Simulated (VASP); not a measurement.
The system is Bi2Se3.

```
CELL_PARAMETERS angstrom
2.07150 1.19598 9.54533
-2.07150 1.19598 9.54533
0.00000 -2.39196 9.54533
ATOMIC_POSITIONS crystal
Bi 0.40080 0.40080 0.40080
Bi 0.59920 0.59920 0.59920
Se 0.00000 0.00000 0.00000
Se 0.21170 0.21170 0.21170
Se 0.78830 0.78830 0.78830
```

Base run:

| Item | Value |
| --- | --- |
| Program | VASP 6.6.1 |
| Functional | RPBE |
| Potentials or basis | VASP PAW PBE potentials, release 64 (Bi_d, Se) |
| Cutoff | 520 eV |
| k mesh | 6 × 6 × 6 |
| Occupations | gaussian, width 0.01 eV |
| Spin | no spin polarisation |

Its results: band gap on the k mesh 0.29 eV; pressure 4.2 GPa; largest force 0.191 eV/Å.

**Question.** After a change of settings the same cell gave: band gap on the k mesh 0.14 eV; pressure -0.3 GPa; largest force 0.191 eV/Å. Which change was it?
A. functional from RPBE to BLYP
B. functional from RPBE to LDA; potentials or basis from VASP PAW PBE potentials, release 64 (Bi_d, Se) to VASP PAW LDA potentials, release 64 (Bi_d, Se)
C. functional from RPBE to PBEsol

**Answer.** C.

PBEsol binds more tightly than RPBE, so the same cell stands under less pressure.

Caveats: the PAW data sets were made with another functional, which shifts forces and pressure a little; spin-orbit coupling is left out, which moves the levels of the heavy elements; the cell stands under pressure (at least some runs).
